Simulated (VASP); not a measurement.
NbSi2:

```
Nb Si
1.0
     4.79400    0.00000    0.00000
    -2.39700    4.15173    0.00000
     0.00000    0.00000    6.58900
Nb Si
3 6
Cartesian
  2.3970 0.0000 0.0000
  1.1985 2.0759 4.3927
  -1.1985 2.0759 2.1963
  0.0000 1.3867 0.0000
  3.5931 0.6933 4.3927
  1.1961 3.4584 2.1963
  2.3970 2.7650 0.0000
  -1.1961 3.4584 4.3927
  1.2009 0.6933 2.1963
```

| Item | Value |
| --- | --- |
| Program | VASP 6.6.1 |
| Task | relaxation of cell and atoms |
| Functional | PBEsol |
| Potentials or basis | VASP PAW PBE potentials, release 64 (Nb_sv, Si) |
| Cutoff | 600 eV |
| k mesh | 8 × 8 × 5 |
| Occupations | fermi-dirac, width 0.1 eV |
| Spin | no spin polarisation |

At the start: pressure -1.9 GPa; volume 14.57 Å³/atom.

Q: How do energy, volume and symmetry change on relaxing?

A: Over 7 steps the energy falls by 15.5 meV/atom and the volume is 14.38 Å³/atom (-1.3 %); space group P6_422 (No. 181, to 0.1 Å) before and after.

The path:
| step | energy change (eV) | largest force (eV/Å) | pressure (GPa) | volume (Å³) |
| --- | --- | --- | --- | --- |
| 1 | 0.0000 | 0.6783 | -1.95 | 131.14 |
| 2 | -0.0998 | 0.3308 | 2.42 | 127.81 |
| 3 | -0.1002 | 0.3034 | 2.73 | 127.59 |
| 4 | -0.1278 | 0.1388 | -1.21 | 130.22 |
| 5 | -0.1358 | 0.0031 | -0.01 | 129.36 |
| 6 | -0.1386 | 0.0012 | -0.01 | 129.49 |
| 7 | -0.1394 | 0.0018 | -0.02 | 129.45 |

Final structure:
```cif
data_structure
_symmetry_space_group_name_H-M 'P 1'
_symmetry_Int_Tables_number 1
_cell_length_a 4.7687
_cell_length_b 4.7687
_cell_length_c 6.5731
_cell_angle_alpha 90.000
_cell_angle_beta 90.000
_cell_angle_gamma 120.000
_cell_volume 129.45
loop_
_atom_site_label
_atom_site_type_symbol
_atom_site_fract_x
_atom_site_fract_y
_atom_site_fract_z
_atom_site_occupancy
Nb1 Nb 0.50000 0.00000 0.00000 1
Nb2 Nb 0.50000 0.50000 0.66667 1
Nb3 Nb 0.00000 0.50000 0.33333 1
Si1 Si 0.15982 0.31964 0.00000 1
Si2 Si 0.84018 0.15982 0.66667 1
Si3 Si 0.68036 0.84018 0.33333 1
Si4 Si 0.84018 0.68036 0.00000 1
Si5 Si 0.15982 0.84018 0.66667 1
Si6 Si 0.31964 0.15982 0.33333 1
```

Caveat: the PAW data sets were made with another functional, which shifts forces and pressure a little.
